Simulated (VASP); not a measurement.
Wanted: the native input for a VASP 6.6.1 run.

- Task: single point
- Functional: PBEsol
- Potentials or basis: VASP PAW PBE potentials, release 64 (K_sv, Zn, F)
- Cutoff: 520 eV
- k mesh: 6 × 6 × 6
- Occupations: gaussian, width 0.02 eV
- Spin: no spin polarisation
- Dipole correction: no
- Further INCAR settings: ALGO = Normal; EDIFF = 1e-06; NBANDS = 29

The structure of KZnF3 lies in POSCAR:

```
KZnF3
1.0
    4.0519406020      0.0000000000      0.0000000000
    0.0000000000      4.0519406020      0.0000000000
    0.3646746542      0.0000000000      4.0519406020
K Zn F
1 1 3
Direct
    0.0000000000      0.0000000000      0.0000000000
    0.5000000000      0.5000000000      0.5000000000
    0.0000000000      0.5000000000      0.5000000000
    0.5000000000      0.0000000000      0.5000000000
    0.5000000000      0.5000000000      0.0000000000
```

This cell differs from its parent crystal: shear of c along a, cell held: +9.0 %.

These files were run (other wordings do the same):

INCAR

```
PREC = Accurate
ENCUT = 520
EDIFF = 1E-6
ISMEAR = 0
SIGMA = 0.02
LREAL = F
LASPH = T
NELM = 100
ALGO = Normal
ISIF = 2
LWAVE = F
LCHARG = F
GGA = PS
NBANDS = 29
```

KPOINTS

```
regular mesh
0
Gamma
  6 6 6
```

Potentials or basis: VASP PAW PBE potentials, release 64 (K_sv, Zn, F).

The run is started by

```console
$ cat potpaw_PBE.64/K_sv/POTCAR potpaw_PBE.64/Zn/POTCAR potpaw_PBE.64/F/POTCAR > POTCAR
$ mpirun -np 1 vasp_std > vasp.out
```

Results of the run:

```json
{
  "Pressure": "0.5 GPa",
  "Band gap on the k mesh": "3.60 eV, indirect (least direct gap 5.19 eV)"
}
```

Caveat: the cell differs from its parent crystal (shear of c along a, cell held: +9.0 %); the PAW data sets were made with another functional, which shifts forces and pressure a little.

It took 98 s on 1 thread of Intel(R) Xeon(R) Platinum 8375C CPU @ 2.90GHz (Ice Lake), with other jobs on the host, peak memory 0.27 GiB.
